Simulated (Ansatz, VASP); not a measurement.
Ru: VASP beside Ansatz

The input INCAR:

```
  PREC = Accurate
  ENCUT = 520
  EDIFF = 1E-6
  ISMEAR = -1
  SIGMA = 0.1
  LREAL = False
  LASPH = True
  NELM = 100
  ALGO = Normal
  ISIF = 2
  LWAVE = False
  LCHARG = False
  NBANDS = 13
```

Contents of KPOINTS:

```
Automatic mesh
0
Gamma
  17 17 17
```

Contents of POSCAR:

```
Ru
1.0
   -1.4800780578      1.4800780578      1.4800780578
    1.4800780578     -1.4800780578      1.4800780578
    1.4800780578      1.4800780578     -1.4800780578
Ru
1
Direct
    0.0000000000      0.0000000000      0.0000000000
```

Input for Ansatz:

```yaml
crystal:
  lattice:
    - [-1.4800780578, 1.4800780578, 1.4800780578]
    - [1.4800780578, -1.4800780578, 1.4800780578]
    - [1.4800780578, 1.4800780578, -1.4800780578]
  atoms:
    - { symbol: Ru, position: [0.0, 0.0, 0.0] }
hamiltonian:
  xc: lda
  pseudopotentials:
    kind: paw
    azcp:
      Ru: "pseudopotentials/Ru.paw.azcp"
basis:
  ecutwfc: 420
  fft_grid_basis: typed
kpoints:
  mp_grid: { grid: [17, 17, 17], shift: [0, 0, 0] }
magnetization:
  spin_polarized: false
scf:
  occupations: { method: fermi_dirac, width: 0.1 }
  lower_state_search: "off"
output:
  stress: true
  write_density: true
  write_potential: true
  elf: true
  volumetric_format: npy
```

Alike in both runs: task single point; functional LDA; k mesh 17 × 17 × 17; occupations fermi-dirac, width 0.1 eV; no spin polarisation.

|  | VASP | Ansatz |
| --- | --- | --- |
| version | VASP 6.6.1 | Ansatz 0.2.0 |
| potentials or method | VASP PAW LDA potentials, release 64 (Ru_pv), cutoff 520 eV | plane waves (420 eV) with PAW, scalar-relativistic |
| valence electrons in the cell | 14 | 16 |

Ansatz gave:

| Property | Result |
| --- | --- |
| pressure (GPa) | 15.0 |

Task: Estimate VASP's values.

Result: Pressure (GPa): 16.1.

Ansatz warns that its potentials were made for another functional, while VASP's fit it. LDA's correlation is that of Perdew and Zunger in VASP and of Perdew and Wang (1992) in Ansatz. VASP's potentials hold 14 valence electrons a cell and Ansatz's 16, so a difference there can come from the potentials and not from the codes.
